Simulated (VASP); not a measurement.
Wanted: the native input for a VASP 6.6.1 run.

| Quantity | Value |
| --- | --- |
| Task | single point |
| Functional | PBE |
| Potentials or basis | VASP PAW PBE potentials, release 64 (Co, Fe) |
| Cutoff | 600 eV |
| k mesh | 2 × 2 × 2 |
| Occupations | gaussian, width 0.05 eV |
| Spin | non-collinear spin, typed start |
| Starting moments | [[0.0, 0.0, 2.4], [-0.0, -0.0, -2.8]] μB |
| Dipole correction | no |
| Further INCAR settings | ALGO = Normal; EDIFF = 1e-06; NBANDS = 29 |

The structure of FeCo lies in POSCAR:

```
FeCo
1.0
    2.7774000000      0.0000000000      0.0000000000
    0.0000000000      2.7774000000      0.0000000000
    0.0000000000      0.0000000000      2.7774000000
Co Fe
1 1
Direct
    0.0000000000      0.0000000000      0.0000000000
    0.5000000000      0.5000000000      0.5000000000
```

The input as run:

INCAR

```
SYSTEM = FeCo
ALGO = Normal
EDIFF = 1E-6
ENCUT = 600
GGA = PE
GGA_COMPAT = .FALSE.
ISIF = 2
ISMEAR = 0
LASPH = .TRUE.
LCHARG = .FALSE.
LMAXMIX = 4
LNONCOLLINEAR = .TRUE.
LORBIT = 11
LREAL = .FALSE.
LWAVE = .FALSE.
MAGMOM = 0 0 2.4 0 0 -2.8
NBANDS = 29
NELM = 200
PREC = Accurate
SIGMA = 0.05
```

KPOINTS

```
k-points
0
G
  2 2 2
  0 0 0
```

Potentials or basis: VASP PAW PBE potentials, release 64 (Co, Fe).

The run is started by

```console
$ cat potpaw_PBE.64/Co/POTCAR potpaw_PBE.64/Fe/POTCAR > POTCAR
$ mpirun -np 1 vasp_ncl > vasp.out
```

Results of the run:

```yaml
Pressure: 18.2 GPa
Band_gap_on_the_k_mesh: zero (band 17 reaches 9.35 eV, above the bottom of band 18 at 7.85 eV)
Net_moment: 0.50 μB per cell
Valence_electrons_inside_the_program's_atomic_spheres: Co 8.37; Fe 7.31
```

Caveat: the k points lie up to 1.13 Å⁻¹ apart.

Run time: 120 s on 1 thread of Intel Xeon 8259CL (shared host), peak memory 0.21 GiB.
